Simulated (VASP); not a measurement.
# AgI (P6_3mc) in VASP: notebook, part 2 of 2

VASP 6.6.1. The steps go on from the part before.

## (3) Single point, PBEsol (in-plane strain +0.01)

Contents of INCAR:

```
PREC     = Accurate       # precision mode
ENCUT    = 500            # plane-wave cutoff, eV
EDIFF    = 1E-6           # SCF threshold, eV
ISMEAR   = 0              # smearing method
SIGMA    = 0.01           # smearing width, eV
LREAL    = False          # projectors in reciprocal space
LASPH    = True           # aspherical terms in the spheres
NELM     = 120            # most SCF steps
ALGO     = Normal         # electronic algorithm
ISIF     = 2              # what is computed and relaxed
LWAVE    = False          # write WAVECAR
LCHARG   = False          # write CHGCAR
GGA      = PS             # functional
NBANDS   = 26             # bands
GGA_COMPAT= False
```

Contents of KPOINTS:

```
Automatic mesh
0
Gamma
  6 6 4
```

Contents of POSCAR:

```
AgI
1.0
    4.6046852616      0.0000000000      0.0000000000
   -2.3023426308      3.9877744130      0.0000000000
    0.0000000000      0.0000000000      7.4092270528
Ag I
2 2
Direct
    0.6666666667      0.3333333333      0.6275530660
    0.3333333333      0.6666666667      0.1275530660
    0.6666666667      0.3333333333      0.0024469340
    0.3333333333      0.6666666667      0.5024469340
```

Potentials or basis: VASP PAW PBE potentials, release 64 (Ag, I).

Launch:

```console
> cat potpaw_PBE.64/Ag/POTCAR potpaw_PBE.64/I/POTCAR > POTCAR
> mpirun -np 1 vasp_std > vasp.out
```

OUTCAR:

```text
PREC = Accurate
   ENCUT = 500
   EDIFF = 1E-6
   ISMEAR = 0
   LREAL = False
   LASPH = True
   NELM = 120
   ISIF = 2
   GGA = PS

 ion  position               nearest neighbor table
   1  0.667  0.333  0.628-   3 2.78   4 2.82   4 2.82   4 2.82
   2  0.333  0.667  0.128-   4 2.78   3 2.82   3 2.82   3 2.82
   3  0.667  0.333  0.002-   1 2.78   2 2.82   2 2.82   2 2.82
   4  0.333  0.667  0.502-   2 2.78   1 2.82   1 2.82   1 2.82

  LATTYP: Found a hexagonal cell.
 ALAT       =     4.6046852616
 C/A-ratio  =     1.6090626464

  Lattice vectors:

 A1 = (   4.6046852616,   0.0000000000,   0.0000000000)
 A2 = (  -2.3023426308,   3.9877744130,   0.0000000000)
 A3 = (   0.0000000000,   0.0000000000,   7.4092270528)

Analysis of symmetry for initial positions (statically):
=====================================================================
 Subroutine PRICEL returns:
 Original cell was already a primitive cell.

 Routine SETGRP: Setting up the symmetry group for a
 hexagonal supercell.

 Subroutine GETGRP returns: Found 12 space group operations
 (whereof  6 operations were pure point group operations)
 out of a pool of 24 trial point group operations.

The static configuration has the point symmetry C_3v.
 The point group associated with its full space group is C_6v.

Analysis of symmetry for dynamics (positions and initial velocities):
=====================================================================
 Subroutine PRICEL returns:
 Original cell was already a primitive cell.

 Routine SETGRP: Setting up the symmetry group for a
 hexagonal supercell.

 Subroutine GETGRP returns: Found 12 space group operations
 (whereof  6 operations were pure point group operations)
 out of a pool of 24 trial point group operations.

The dynamic configuration has the point symmetry C_3v.
 The point group associated with its full space group is C_6v.

 Subroutine INISYM returns: Found 12 space group operations
 (whereof  6 operations are pure point group operations),
[... 115 lines left out ...]
     AMIX     =   0.40;   BMIX     =  1.00
     AMIX_MAG =   1.60;   BMIX_MAG =  1.00
  volume/ion in A,a.u.               =      34.01       229.53
  Fermi-wavevector in a.u.,A,eV,Ry     =   1.051012  1.986126 15.029364  1.104627
  Thomas-Fermi vector in A             =   2.186039
   LORBIT       =      0    0 simple, 1 ext, 2 COOP (PROOUT), +10 PAW based schemes
   GGA     = PS    functional components
   LHFCALC =     F    Hartree Fock is set to
   AEXX    =    0.0000 exact exchange contribution
   IVDW    =     0    specifies the selected vdW correction
   LEPSILON=     F    determine dielectric tensor
   LRPA    =     F    only Hartree local field effects (RPA)
 non-spin polarized calculation
 Gauss-broadening in eV      SIGMA  =   0.01
  energy-cutoff  :      500.00
  volume of cell :      136.05
 maximum number of plane-waves:      3496
 NGX is ok and might be reduce to    36
   NGX = 17   NGY = 17   NGZ = 27

 number of electron      36.0000008 magnetization

 Free energy of the ion-electron system (eV)
  ---------------------------------------------------
  ext. energy  EPLUGINS =         0.00000000
  ---------------------------------------------------
  free energy    TOTEN  =       -10.90184143 eV

  energy without entropy =      -10.90184143  energy(sigma->0) =      -10.90184143

 E-fermi :   3.1223     XC(G=0):  -8.6600

 val. band max:        3.0678643432   @ k =   0.0000   0.0000   0.0000
 cond. band min:       4.3202086195   @ k =   0.0000   0.0000   0.0000
 fundamental gap:      1.2523442764
 Fermi energy:         3.1222665645

 k-point     1 :       0.0000    0.0000    0.0000
  band No.  band energies     occupation
      1      -9.8055      2.00000
      2      -9.4896      2.00000
      3      -1.1932      2.00000
      4      -1.1664      2.00000
      5      -1.1664      2.00000
      6      -1.1634      2.00000
[... 598 lines left out ...]
     25      11.1600      0.00000
     26      11.1600      0.00000

------------------------ aborting loop because EDIFF is reached ----------------------------------------

  FORCE on cell =-STRESS in cart. coord.  units (eV):
  Direction    XX          YY          ZZ          XY          YZ          ZX
  --------------------------------------------------------------------------------------
  -------------------------------------------------------------------------------------
  Total       -0.6339223     -0.6339223      0.0806017      0.0000000      0.0000000      0.0000000
  in kB       -7.4652294     -7.4652294      0.9491863      0.0000000      0.0000000      0.0000000
  external PRESSURE =      -4.6604241 kB  Pullay stress =       0.0000000 kB

 VOLUME and BASIS-vectors are now :
 -----------------------------------------------------------------------------
  energy-cutoff  :      500.00
  volume of cell :      136.05
      direct lattice vectors                 reciprocal lattice vectors
     4.604685262  0.000000000  0.000000000     0.217170109  0.125383221  0.000000000
    -2.302342631  3.987774413  0.000000000     0.000000000  0.250766442  0.000000000
     0.000000000  0.000000000  7.409227053     0.000000000  0.000000000  0.134966845

 POSITION                                       TOTAL-FORCE (eV/Angst)
 -----------------------------------------------------------------------------------
      2.30234      1.32926      4.64968         0.000000     -0.000000     -0.077168
     -0.00000      2.65852      0.94507        -0.000000      0.000000     -0.077168
      2.30234      1.32926      0.01813         0.000000     -0.000000      0.077168
     -0.00000      2.65852      3.72274        -0.000000      0.000000      0.077168
 -----------------------------------------------------------------------------------
    total drift:                               -0.000000      0.000000      0.001354

  FREE ENERGIE OF THE ION-ELECTRON SYSTEM (eV)
  ---------------------------------------------------
  free  energy   TOTEN  =       -10.9018414268 eV

  energy  without entropy=      -10.9018414268  energy(sigma->0) =      -10.90184143
```

Run time: 40 s. Hardware: 1 thread of Oxide Virtual Turin-like, shared host; peak memory 0.24 GiB.

What came out:

```yaml
Free_energy: -10.9018 eV
Pressure: -0.5 GPa
Largest_force: 0.077 eV/Å
Band_gap_on_the_k_mesh: 1.25 eV
```

Forces on the atoms (eV/Å):
```
Ag   0.000  0.000 -0.077
Ag   0.000  0.000 -0.077
I    0.000  0.000  0.077
I    0.000  0.000  0.077
```

Stress tensor (GPa, compression positive):
```
-0.75  0.00  0.00
 0.00 -0.75  0.00
 0.00  0.00  0.09
```

Levels at points of the mesh, in eV from the valence-band top:
| k point | band 14 | band 15 | band 16 | band 17 | band 18 | band 19 | band 20 | band 21 | band 22 | band 23 |
| --- | --- | --- | --- | --- | --- | --- | --- | --- | --- | --- |
| (0.00, 0.00, 0.00) | -0.77 | -0.77 | -0.03 | 0.00 | 0.00 | 1.25 | 2.48 | 5.62 | 5.62 | 5.96 |
| (0.50, 0.00, 0.00) | -2.65 | -2.22 | -1.86 | -1.04 | -0.72 | 3.28 | 3.45 | 4.75 | 5.91 | 6.14 |
| (0.00, 0.00, 0.50) | -1.69 | -0.40 | -0.40 | -0.40 | -0.40 | 2.56 | 2.56 | 5.59 | 5.59 | 5.93 |
| (0.50, 0.00, 0.50) | -2.84 | -1.28 | -1.28 | -1.21 | -1.21 | 3.18 | 3.18 | 4.79 | 4.79 | 7.26 |

Caveat: the cell differs from its parent crystal (in-plane strain +0.01); the PAW data sets were made with another functional, which shifts forces and pressure a little; spin-orbit coupling is left out, which moves the levels of the heavy elements.

## (4) Single point, PBEsol (in-plane strain +0.02, then relaxed in part)

Contents of INCAR:

```
SYSTEM = AgI
PREC     = Accurate       ! precision mode
ENCUT    = 500            ! plane-wave cutoff, eV
EDIFF    = 1E-6           ! SCF threshold, eV
ISMEAR   = 0              ! smearing method
SIGMA    = 0.01           ! smearing width, eV
LREAL    = .False.        ! projectors in reciprocal space
LASPH    = .True.         ! aspherical terms in the spheres
NELM     = 120            ! most SCF steps
ALGO     = Normal         ! electronic algorithm
ISIF     = 2              ! what is computed and relaxed
LWAVE    = .False.        ! write WAVECAR
LCHARG   = .True.         ! write CHGCAR
GGA      = PS             ! functional
LELF     = .True.         ! ELF
LVHAR    = .True.       
NBANDS   = 26             ! bands
GGA_COMPAT= .False.
```

Contents of KPOINTS:

```
Automatic mesh
0
Gamma
  6 6 4
  0 0 0
```

Contents of POSCAR:

```
AgI
1.0
    4.6502762048      0.0000000000      0.0000000000
   -2.3251381024      4.0272573280      0.0000000000
    0.0000000000      0.0000000000      7.2829444724
Ag I
2 2
Direct
    0.6666666667      0.3333333333      0.6216603993
    0.3333333333      0.6666666667      0.1216603993
    0.6666666667      0.3333333333      0.0083396007
    0.3333333333      0.6666666667      0.5083396007
```

Launch:

```console
> cat potpaw_PBE.64/Ag/POTCAR potpaw_PBE.64/I/POTCAR > POTCAR
> mpirun -np 1 vasp_std > vasp.out
```

Wall time 41 s (1 thread of Oxide Virtual Turin-like, shared host); peak memory 0.24 GiB.

It converged, with:

* Free energy: -10.8944 eV
* Pressure: -0.6 GPa
* Band gap on the k mesh: 1.26 eV

Stress tensor (GPa, compression positive):
```
-0.87  0.00  0.00
 0.00 -0.87  0.00
 0.00  0.00 -0.03
```

Levels at points of the mesh, in eV from the valence-band top:
```csv
k point,band 14,band 15,band 16,band 17,band 18,band 19,band 20,band 21,band 22,band 23
"(0.00, 0.00, 0.00)",-0.73,-0.73,-0.08,0.00,0.00,1.26,2.29,5.53,5.53,6.21
"(0.50, 0.00, 0.00)",-2.72,-2.17,-1.87,-0.99,-0.80,3.31,3.34,4.84,6.03,6.26
"(0.00, 0.00, 0.50)",-1.63,-0.37,-0.37,-0.37,-0.37,2.50,2.50,5.60,5.60,5.82
"(0.50, 0.00, 0.50)",-2.82,-1.32,-1.32,-1.12,-1.12,3.25,3.25,4.75,4.75,7.27
```

Caveat: the cell differs from its parent crystal (in-plane strain +0.02, then relaxed in part); the PAW data sets were made with another functional, which shifts forces and pressure a little; spin-orbit coupling is left out, which moves the levels of the heavy elements.

## (5) Single point, PBEsol (in-plane strain +0.02)

Contents of INCAR:

```
SYSTEM = AgI
  ALGO = Normal
  EDIFF = 1E-6
  ENCUT = 500
  GGA = PS
  GGA_COMPAT = .FALSE.
  ISIF = 2
  ISMEAR = 0
  LASPH = .TRUE.
  LCHARG = .TRUE.
  LELF = .TRUE.
  LREAL = .FALSE.
  LVHAR = .TRUE.
  LWAVE = .FALSE.
  NBANDS = 26
  NELM = 120
  PREC = Accurate
  SIGMA = 0.01
```

Contents of KPOINTS:

```
k-points
0
G
  6 6 4
  0 0 0
```

Contents of POSCAR:

```
AgI
1.0
    4.6502762048      0.0000000000      0.0000000000
   -2.3251381024      4.0272573280      0.0000000000
    0.0000000000      0.0000000000      7.3645033482
Ag I
2 2
Direct
    0.6666666667      0.3333333333      0.6275530660
    0.3333333333      0.6666666667      0.1275530660
    0.6666666667      0.3333333333      0.0024469340
    0.3333333333      0.6666666667      0.5024469340
```

Launch:

```console
> cat potpaw_PBE.64/Ag/POTCAR potpaw_PBE.64/I/POTCAR > POTCAR
> mpirun -np 1 vasp_std > vasp.out
```

Run time: 45 s. Hardware: 1 thread of Oxide Virtual Turin-like, shared host; peak memory 0.24 GiB.

The run converged. Its results:

```yaml
Free_energy: -10.8832 eV
Pressure: -0.8 GPa
Largest_force: 0.150 eV/Å
Band_gap_on_the_k_mesh: 1.26 eV
```

Forces in eV/Å, atoms in the order of the input:
```
Ag   0.000  0.000 -0.150
Ag   0.000  0.000 -0.150
I    0.000  0.000  0.150
I    0.000  0.000  0.150
```

Stress tensor (GPa, compression positive):
```
-1.37  0.00  0.00
 0.00 -1.37  0.00
 0.00  0.00  0.26
```

Levels at points of the mesh, in eV from the valence-band top:
```
           k point  band 16  band 17  band 18  band 19  band 20  band 21
(0.00, 0.00, 0.00)    -0.01    -0.01     0.00     1.26     2.44     5.60
(0.50, 0.00, 0.00)    -1.85    -0.98    -0.69     3.30     3.43     4.83
(0.00, 0.00, 0.50)    -0.41    -0.41    -0.41     2.56     2.56     5.65
(0.50, 0.00, 0.50)    -1.26    -1.13    -1.13     3.22     3.22     4.84
```

Caveat: the cell differs from its parent crystal (in-plane strain +0.02); the PAW data sets were made with another functional, which shifts forces and pressure a little; spin-orbit coupling is left out, which moves the levels of the heavy elements.

## (6) Overview

```tsv
cell	gap on the mesh (eV)	pressure (GPa)	largest force (eV/Å)
a = 4.605, b = 4.605, c = 7.367 Å, angles 90.0, 90.0, 120.0°, 4 atoms, atomic positions A	1.25	-0.3	-
a = 4.605, b = 4.605, c = 7.409 Å, angles 90.0, 90.0, 120.0°, 4 atoms, atomic positions B	1.25	-0.5	0.08
a = 4.650, b = 4.650, c = 7.283 Å, angles 90.0, 90.0, 120.0°, 4 atoms, atomic positions C	1.26	-0.6	-
a = 4.650, b = 4.650, c = 7.365 Å, angles 90.0, 90.0, 120.0°, 4 atoms, atomic positions B	1.26	-0.8	0.15
```

Alike in all rows: task single point; level PBEsol; potentials or basis VASP PAW PBE potentials, release 64 (Ag, I); no spin polarisation; k mesh 6 × 6 × 4; cutoff (eV) 500; smearing gaussian 0.01 eV.

Caveats: the PAW data sets were made with another functional, which shifts forces and pressure a little; spin-orbit coupling is left out, which moves the levels of the heavy elements.

Total energies depend on the potentials used, so only differences within one code and one set of settings carry meaning.
